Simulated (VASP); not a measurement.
# TaRh3 (Pm-3m) in VASP: notebook

TaRh3 is run at these levels: LDA; tasks: single point.

Everything below comes from runs of VASP 6.6.1. Logs are shortened: lines on timing, memory, paths and dates and some standing lists are left out, and cuts for length are marked.

### Step 1. The cell of the first run

It takes space group Pm-3m (No. 221, cubic). Conventional cell: a = 3.873 Å, b = 3.873 Å, c = 3.873 Å, α = 90.00°, β = 90.00°, γ = 90.00°. Within 3.6 Å of Ta (site symmetry m-3m) lie 12 Rh at 2.74 Å. Rh (site symmetry 4/mmm) has 4 Ta at 2.74 Å and 8 Rh at 2.74 Å within 3.6 Å.

### Step 2. Single point, LDA

The input, INCAR:

```
PREC = Accurate ; ENCUT = 520
EDIFF = 1E-6 ; ISMEAR = 1
SIGMA = 0.1 ; LREAL = False
LASPH = True ; NELM = 100
ALGO = Normal ; ISIF = 2
LWAVE = False ; LCHARG = True
GGA = CA ; LELF = True
LVHAR = True ; NBANDS = 36
```

The input, KPOINTS:

```
Automatic mesh
0
Gamma
  6 6 6
```

The input, POSCAR:

```
TaRh3
1.0
    3.8728240145      0.0000000000      0.0000000000
    0.0000000000      3.8728240145      0.0000000000
    0.0000000000      0.0000000000      3.8728240145
Ta Rh
1 3
Direct
    0.0000000000      0.0000000000      0.0000000000
    0.0000000000      0.5000000000      0.5000000000
    0.5000000000      0.0000000000      0.5000000000
    0.5000000000      0.5000000000      0.0000000000
```

Potentials or basis: VASP PAW LDA potentials, release 64 (Ta_pv, Rh_pv).

Launch:

```
> cat potpaw_LDA.64/Ta_pv/POTCAR potpaw_LDA.64/Rh_pv/POTCAR > POTCAR
> mpirun -np 1 vasp_std > vasp.out
```

OUTCAR:

```text
PREC = Accurate
   ENCUT = 520
   EDIFF = 1E-6
   ISMEAR = 1
   LREAL = False
   LASPH = True
   NELM = 100
   ISIF = 2
   GGA = CA

 ion  position               nearest neighbor table
   1  0.000  0.000  0.000-   2 2.74   3 2.74   4 2.74   2 2.74   3 2.74   2 2.74   4 2.74   2 2.74
                             3 2.74   4 2.74   3 2.74   4 2.74
   2  0.000  0.500  0.500-   1 2.74   3 2.74   4 2.74   1 2.74   4 2.74   1 2.74   3 2.74   1 2.74
                             3 2.74   4 2.74   4 2.74   3 2.74
   3  0.500  0.000  0.500-   1 2.74   2 2.74   4 2.74   1 2.74   4 2.74   2 2.74   4 2.74   4 2.74
                             1 2.74   2 2.74   1 2.74   2 2.74
   4  0.500  0.500  0.000-   1 2.74   2 2.74   3 2.74   2 2.74   3 2.74   1 2.74   3 2.74   3 2.74
                             1 2.74   2 2.74   2 2.74   1 2.74

  LATTYP: Found a simple cubic cell.
 ALAT       =     3.8728240145

  Lattice vectors:

 A1 = (   3.8728240145,   0.0000000000,   0.0000000000)
 A2 = (   0.0000000000,   3.8728240145,   0.0000000000)
 A3 = (   0.0000000000,   0.0000000000,   3.8728240145)

Analysis of symmetry for initial positions (statically):
=====================================================================
 Subroutine PRICEL returns:
 Original cell was already a primitive cell.

 Routine SETGRP: Setting up the symmetry group for a
 simple cubic supercell.

 Subroutine GETGRP returns: Found 48 space group operations
 (whereof 48 operations were pure point group operations)
 out of a pool of 48 trial point group operations.

The static configuration has the point symmetry O_h .

Analysis of symmetry for dynamics (positions and initial velocities):
=====================================================================
 Subroutine PRICEL returns:
 Original cell was already a primitive cell.

 Routine SETGRP: Setting up the symmetry group for a
 simple cubic supercell.

 Subroutine GETGRP returns: Found 48 space group operations
 (whereof 48 operations were pure point group operations)
 out of a pool of 48 trial point group operations.

The dynamic configuration has the point symmetry O_h .

 Subroutine INISYM returns: Found 48 space group operations
 (whereof 48 operations are pure point group operations),
 and found     1 'primitive' translations

----------------------------------------------------------------------------------------

                                     Primitive cell

  volume of cell :      58.0876

  direct lattice vectors                    reciprocal lattice vectors
     3.872824014  0.000000000  0.000000000     0.258209512  0.000000000  0.000000000
     0.000000000  3.872824014  0.000000000     0.000000000  0.258209512  0.000000000
     0.000000000  0.000000000  3.872824014     0.000000000  0.000000000  0.258209512

  length of vectors
     3.872824014  3.872824014  3.872824014     0.258209512  0.258209512  0.258209512

  position of ions in fractional coordinates (direct lattice)
     0.000000000  0.000000000  0.000000000
     0.000000000  0.500000000  0.500000000
     0.500000000  0.000000000  0.500000000
     0.500000000  0.500000000  0.000000000

  ion indices of the primitive-cell ions
   primitive index   ion index
                 1           1
                 2           2
                 3           3
                 4           4

----------------------------------------------------------------------------------------

 KPOINTS: Automatic mesh

Automatic generation of k-mesh.
 Grid dimensions read from file:
 generate k-points for:    6    6    6

 Generating k-lattice:

  Cartesian coordinates                     Fractional coordinates (reciprocal lattice)
     0.043034919  0.000000000  0.000000000     0.166666667  0.000000000  0.000000000
     0.000000000  0.043034919  0.000000000     0.000000000  0.166666667  0.000000000
     0.000000000  0.000000000  0.043034919     0.000000000  0.000000000  0.166666667

  Length of vectors
     0.043034919  0.043034919  0.043034919

  Shift w.r.t. Gamma in fractional coordinates (k-lattice)
     0.000000000  0.000000000  0.000000000

 Subroutine IBZKPT returns following result:
 ===========================================

 Found     20 irreducible k-points:

 Following reciprocal coordinates:
            Coordinates               Weight
  0.000000  0.000000  0.000000      1.000000
  0.166667  0.000000  0.000000      6.000000
  0.333333  0.000000  0.000000      6.000000
  0.500000  0.000000  0.000000      3.000000
  0.166667  0.166667  0.000000     12.000000
  0.333333  0.166667  0.000000     24.000000
[... 12 lines left out ...]
  0.500000  0.500000  0.333333      6.000000
  0.500000  0.500000  0.500000      1.000000
   k-points           NKPTS =     20   k-points in BZ     NKDIM =     20   number of bands    NBANDS=     36
   number of dos      NEDOS =    301   number of ions     NIONS =      4
   total plane-waves  NPLWV =  27000
   dimension x,y,z NGX =    30 NGY =   30 NGZ =   30
   dimension x,y,z NGXF=    60 NGYF=   60 NGZF=   60
   ions per type =               1   3
   NGX,Y,Z   is equivalent  to a cutoff of  12.88, 12.88, 12.88 a.u.
   NGXF,Y,Z  is equivalent  to a cutoff of  25.76, 25.76, 25.76 a.u.
 SYSTEM =  unknown system
   PREC   = accura    normal or accurate (medium, high low for compatibility)
   ISTART =      0    job   : 0-new  1-cont  2-samecut
   ICHARG =      2    charge: 1-file 2-atom 10-const
   ISPIN  =      1    spin polarized calculation?
   LNONCOLLINEAR =      F non collinear calculations
   LSORBIT =      F    spin-orbit coupling
   LASPH  =      T    aspherical Exc in radial PAW
   ENCUT  =  520.0 eV  38.22 Ry    6.18 a.u.   7.20  7.20  7.20*2*pi/ulx,y,z
   NELM   =    100;   NELMIN=  2; NELMDL= -5     # of ELM steps
   EDIFF  = 0.1E-05   stopping-criterion for ELM
   LREAL  =      F    real-space projection
   EDIFFG = 0.1E-04   stopping-criterion for IOM
   NSW    =      0    number of steps for IOM
   IBRION =     -1    ionic relax: 0-MD 1-quasi-New 2-CG
   NFREE  =      0    steps in history (QN), initial steepest desc. (CG)
   ISIF   =      2    stress and relaxation
   ISYM   =      2    0-nonsym 1-usesym 2-fastsym
   POTIM  = 0.5000    time-step for ionic-motion
   TEBEG  =    0.0;   TEEND  =   0.0 temperature during run
   PSTRESS=    0.0 pullay stress
   NELECT =      56.0000    total number of electrons
   NUPDOWN=      -1.0000    fix difference up-down
   EMIN   =  10.00;   EMAX   =-10.00  energy-range for DOS
   EFERMI =   0.00;   METHOD = LEGACY
   ISMEAR =     1;   SIGMA  =   0.10  broadening in eV -4-tet -1-fermi 0-gaus
   EFERMI_NEDOS =   21; number of points for ismear=-14 and -15
   IALGO  =     38    algorithm
   IMIX   =      4    mixing-type and parameters
     AMIX     =   0.40;   BMIX     =  1.00
     AMIX_MAG =   1.60;   BMIX_MAG =  1.00
  volume/ion in A,a.u.               =      14.52        98.00
  Fermi-wavevector in a.u.,A,eV,Ry     =   1.617247  3.056154 35.585882  2.615489
  Thomas-Fermi vector in A             =   2.711703
   LORBIT       =      0    0 simple, 1 ext, 2 COOP (PROOUT), +10 PAW based schemes
   GGA     = CA    functional components
   LHFCALC =     F    Hartree Fock is set to
   AEXX    =    0.0000 exact exchange contribution
   IVDW    =     0    specifies the selected vdW correction
   LEPSILON=     F    determine dielectric tensor
   LRPA    =     F    only Hartree local field effects (RPA)
 non-spin polarized calculation
 Methfessel and Paxton  Order N= 1 SIGMA  =   0.10
  energy-cutoff  :      520.00
  volume of cell :       58.09
 maximum number of plane-waves:      1596
 NGX is ok and might be reduce to    30
   NGX = 15   NGY = 15   NGZ = 15

 number of electron      56.0000041 magnetization

 Free energy of the ion-electron system (eV)
  ---------------------------------------------------
  ext. energy  EPLUGINS =         0.00000000
  ---------------------------------------------------
  free energy    TOTEN  =       -41.30212454 eV

  energy without entropy =      -41.29960015  energy(sigma->0) =      -41.30128308

 E-fermi :  10.1552     XC(G=0): -14.0029

 val. band max:       10.1479125020   @ k =   0.1667   0.0000   0.0000
 cond. band min:      10.1609698473   @ k =   0.1667   0.1667   0.0000
 fundamental gap:      0.0130573453
 Fermi energy:        10.1551938567

 k-point     1 :       0.0000    0.0000    0.0000
  band No.  band energies     occupation
      1     -36.2852      2.00000
      2     -36.2852      2.00000
      3     -36.2852      2.00000
      4     -36.0688      2.00000
      5     -36.0688      2.00000
      6     -36.0688      2.00000
[... 28 lines left out ...]
     35      14.6086      0.00000
     36      14.6086      0.00000

 k-point     2 :       0.1667    0.0000    0.0000
  band No.  band energies     occupation
      1     -36.2688      2.00000
      2     -36.2688      2.00000
      3     -36.2599      2.00000
      4     -36.0739      2.00000
      5     -36.0739      2.00000
      6     -36.0704      2.00000
[... 28 lines left out ...]
     35      15.9685      0.00000
     36      15.9685      0.00000

 k-point     3 :       0.3333    0.0000    0.0000
  band No.  band energies     occupation
      1     -36.2287      2.00000
      2     -36.2287      2.00000
      3     -36.1947      2.00000
      4     -36.0909      2.00000
      5     -36.0909      2.00000
      6     -36.0738      2.00000
[... 28 lines left out ...]
     35      18.1367      0.00000
     36      18.1367      0.00000
[... 586 lines left out ...]
 k-point    19 :       0.5000    0.5000    0.3333
  band No.  band energies     occupation
      1     -36.3020      2.00000
      2     -36.2988      2.00000
      3     -36.2755      2.00000
      4     -36.2755      2.00000
      5     -35.9484      2.00000
      6     -35.9484      2.00000
[... 28 lines left out ...]
     35      14.2283      0.00000
     36      14.5791      0.00000

 k-point    20 :       0.5000    0.5000    0.5000
  band No.  band energies     occupation
      1     -36.3331      2.00000
      2     -36.3015      2.00000
      3     -36.3015      2.00000
      4     -36.3015      2.00000
      5     -35.9239      2.00000
      6     -35.9239      2.00000
[... 28 lines left out ...]
     35      13.7200      0.00000
     36      13.7200      0.00000

------------------------ aborting loop because EDIFF is reached ----------------------------------------

  FORCE on cell =-STRESS in cart. coord.  units (eV):
  Direction    XX          YY          ZZ          XY          YZ          ZX
  --------------------------------------------------------------------------------------
  -------------------------------------------------------------------------------------
  Total       -3.8666809     -3.8666809     -3.8666809     -0.0000000     -0.0000000     -0.0000000
  in kB     -106.6511705   -106.6511705   -106.6511705     -0.0000000     -0.0000000     -0.0000000
  external PRESSURE =    -106.6511705 kB  Pullay stress =       0.0000000 kB

 VOLUME and BASIS-vectors are now :
 -----------------------------------------------------------------------------
  energy-cutoff  :      520.00
  volume of cell :       58.09
      direct lattice vectors                 reciprocal lattice vectors
     3.872824014  0.000000000  0.000000000     0.258209512  0.000000000  0.000000000
     0.000000000  3.872824014  0.000000000     0.000000000  0.258209512  0.000000000
     0.000000000  0.000000000  3.872824014     0.000000000  0.000000000  0.258209512

 POSITION                                       TOTAL-FORCE (eV/Angst)
 -----------------------------------------------------------------------------------
      0.00000      0.00000      0.00000         0.000000      0.000000      0.000000
      0.00000      1.93641      1.93641         0.000000      0.000000      0.000000
      1.93641      0.00000      1.93641         0.000000      0.000000      0.000000
      1.93641      1.93641      0.00000         0.000000      0.000000      0.000000
 -----------------------------------------------------------------------------------
    total drift:                                0.000000      0.000000     -0.000000

  FREE ENERGIE OF THE ION-ELECTRON SYSTEM (eV)
  ---------------------------------------------------
  free  energy   TOTEN  =       -41.3021245431 eV

  energy  without entropy=      -41.2996001451  energy(sigma->0) =      -41.30128308
```

Wall time 27 s (1 thread of Intel Xeon Platinum 8488C (Sapphire Rapids), shared host); peak memory 0.16 GiB.

What came out:

| Property | Result |
| --- | --- |
| Free energy | -41.3021 eV |
| Pressure | -10.7 GPa |
| Band gap on the k mesh | zero (band 28 reaches 11.14 eV, above the bottom of band 29 at 9.18 eV) |

Caveat: spin-orbit coupling is left out, which moves the levels of the heavy elements.

### Step 3. Single point, LDA

This run uses another cell than the first one, of 14.95 Å³/atom, 1.030 times its volume.

The input, INCAR:

```
PREC = Accurate
ENCUT = 520
EDIFF = 1E-6
ISMEAR = 1
SIGMA = 0.1
LREAL = False
LASPH = True
NELM = 80
ALGO = Normal
ISIF = 2
LWAVE = False
LCHARG = False
GGA = CA
NBANDS = 36
```

The input, KPOINTS:

```
regular mesh
0
Gamma
  6 6 6
```

The input, POSCAR:

```
TaRh3
1.0
    3.9107952987      0.0000000000      0.0000000000
    0.0000000000      3.9107952987      0.0000000000
    0.0000000000      0.0000000000      3.9107952987
Ta Rh
1 3
Direct
    0.0000000000      0.0000000000      0.0000000000
    0.0000000000      0.5000000000      0.5000000000
    0.5000000000      0.0000000000      0.5000000000
    0.5000000000      0.5000000000      0.0000000000
```

Potentials or basis: VASP PAW LDA potentials, release 64 (Ta_pv, Rh_pv).

Launch:

```
> cat potpaw_LDA.64/Ta_pv/POTCAR potpaw_LDA.64/Rh_pv/POTCAR > POTCAR
> mpirun -np 1 vasp_std > vasp.out
```

Wall time 35 s (1 thread of Intel Xeon Platinum 8488C (Sapphire Rapids), shared host); peak memory 0.16 GiB.

It converged, with:

```
Free energy            : -41.1491 eV
Pressure               : -17.7 GPa
Band gap on the k mesh : zero (band 28 reaches 10.63 eV, above the bottom of band 29 at 8.78 eV)
```

Levels at points of the mesh, in eV from the Fermi level:
| k point | band 24 | band 25 | band 26 | band 27 | band 28 | band 29 | band 30 | band 31 | band 32 | band 33 |
| --- | --- | --- | --- | --- | --- | --- | --- | --- | --- | --- |
| (0.00, 0.00, 0.00) | -0.47 | 0.43 | 0.93 | 0.93 | 0.93 | 2.99 | 2.99 | 3.26 | 3.26 | 3.26 |
| (0.50, 0.00, 0.00) | -1.38 | -1.33 | -1.33 | -1.20 | -0.17 | 0.72 | 0.72 | 0.93 | 1.56 | 1.98 |
| (0.50, 0.50, 0.00) | -2.23 | -1.80 | -1.61 | -1.61 | -1.13 | -0.92 | 1.33 | 1.33 | 1.61 | 2.85 |
| (0.50, 0.50, 0.50) | -2.13 | 0.52 | 0.52 | 0.52 | 0.81 | 0.88 | 0.88 | 0.88 | 2.66 | 2.66 |

Caveat: spin-orbit coupling is left out, which moves the levels of the heavy elements.

### Step 4. Single point, LDA

This run uses another cell than the first one, of 15.38 Å³/atom, 1.059 times its volume.

The input, INCAR:

```
SYSTEM = TaRh3
PREC = Accurate
ENCUT = 520
EDIFF = 1E-6
ISMEAR = 1
SIGMA = 0.1
LREAL = .False.
LASPH = .True.
NELM = 100
ALGO = Normal
ISIF = 2
LWAVE = .False.
LCHARG = .False.
GGA = CA
NBANDS = 36
```

The input, KPOINTS:

```
regular mesh
0
Gamma
  6 6 6
  0 0 0
```

The input, POSCAR:

```
TaRh3
1.0
    3.9480432100      0.0000000000      0.0000000000
    0.0000000000      3.9480432100      0.0000000000
    0.0000000000      0.0000000000      3.9480432100
Ta Rh
1 3
Direct
    0.0000000000      0.0000000000      0.0000000000
    0.0000000000      0.5000000000      0.5000000000
    0.5000000000      0.0000000000      0.5000000000
    0.5000000000      0.5000000000      0.0000000000
```

Launch:

```
> cat potpaw_LDA.64/Ta_pv/POTCAR potpaw_LDA.64/Rh_pv/POTCAR > POTCAR
> mpirun -np 1 vasp_std > vasp.out
```

Wall time 30 s (1 thread of Intel Xeon Platinum 8488C (Sapphire Rapids), shared host); peak memory 0.16 GiB.

It converged, with:

| Item | Value |
| --- | --- |
| Free energy | -40.9268 eV |
| Pressure | -23.6 GPa |
| Band gap on the k mesh | zero (band 28 reaches 10.16 eV, above the bottom of band 29 at 8.39 eV) |

Levels at points of the mesh, in eV from the Fermi level:
```csv
k point,band 25,band 26,band 27,band 28,band 29,band 30,band 31,band 32
"(0.00, 0.00, 0.00)",0.40,0.88,0.88,0.88,2.88,2.88,3.19,3.19
"(0.50, 0.00, 0.00)",-1.27,-1.27,-1.14,-0.16,0.71,0.71,0.89,1.53
"(0.50, 0.50, 0.00)",-1.72,-1.54,-1.54,-1.08,-0.88,1.30,1.30,1.58
"(0.50, 0.50, 0.50)",0.49,0.49,0.49,0.85,0.85,0.85,0.85,2.55
```

Caveat: spin-orbit coupling is left out, which moves the levels of the heavy elements.

### Step 5. Summary

| cell | gap on the mesh (eV) | pressure (GPa) |
| --- | --- | --- |
| a = 3.873 Å, 4 atoms | none | -10.7 |
| a = 3.911 Å, 4 atoms | none | -17.7 |
| a = 3.948 Å, 4 atoms | none | -23.6 |

Alike in all rows: task single point; level LDA; potentials or basis VASP PAW LDA potentials, release 64 (Ta_pv, Rh_pv); no spin polarisation; k mesh 6 × 6 × 6; cutoff (eV) 520; smearing methfessel-paxton 0.1 eV.

Caveats: spin-orbit coupling is left out, which moves the levels of the heavy elements.

Absolute energies hang on the potentials; compare differences alone.
